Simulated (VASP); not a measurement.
Wanted: the native input for a VASP 6.6.1 run.

- Task: single point
- Functional: PBE
- Potentials or basis: VASP PAW PBE potentials, release 64 (Si)
- Cutoff: 520 eV
- k mesh: 12 × 12 × 12
- Occupations: methfessel-paxton, width 0.15 eV
- Spin: no spin polarisation
- Dipole correction: no
- Further INCAR settings: ALGO = Normal; EDIFF = 1e-07; NBANDS = 11

The structure of Si lies in POSCAR:

```
Si
1.0
   -2.3909710045      2.3909710045      1.3402511594
    2.3909710045     -2.3909710045      1.3402511594
    2.3909710045      2.3909710045     -1.3402511594
Si
2
Direct
    0.2500000000      0.7500000000      0.5000000000
    0.5000000000      0.5000000000      0.0000000000
```

These files were run (other wordings do the same):

INCAR

```
PREC     = Accurate       # precision mode
ENCUT    = 520            # plane-wave cutoff, eV
EDIFF    = 1E-7           # SCF threshold, eV
ISMEAR   = 1              # smearing method
SIGMA    = 0.15           # smearing width, eV
LREAL    = False          # projectors in reciprocal space
LASPH    = True           # aspherical terms in the spheres
NELM     = 100            # most SCF steps
ALGO     = Normal         # electronic algorithm
ISIF     = 2              # what is computed and relaxed
LWAVE    = False          # write WAVECAR
LCHARG   = False          # write CHGCAR
GGA      = PE             # functional
NBANDS   = 11             # bands
```

KPOINTS

```
regular mesh
0
Gamma
  12 12 12
```

Potentials or basis: VASP PAW PBE potentials, release 64 (Si).

Run with:

```bash
$ cat potpaw_PBE.64/Si/POTCAR > POTCAR
$ mpirun -np 1 vasp_std > vasp.out
```

It gave:

```
Pressure               : 0.4 GPa
Band gap on the k mesh : zero (bands 4 and 5 overlap by 6.68 eV)
```

Wall time 50 s on 1 thread of Intel Xeon 8259CL, with other jobs on the host, peak memory 0.18 GiB.
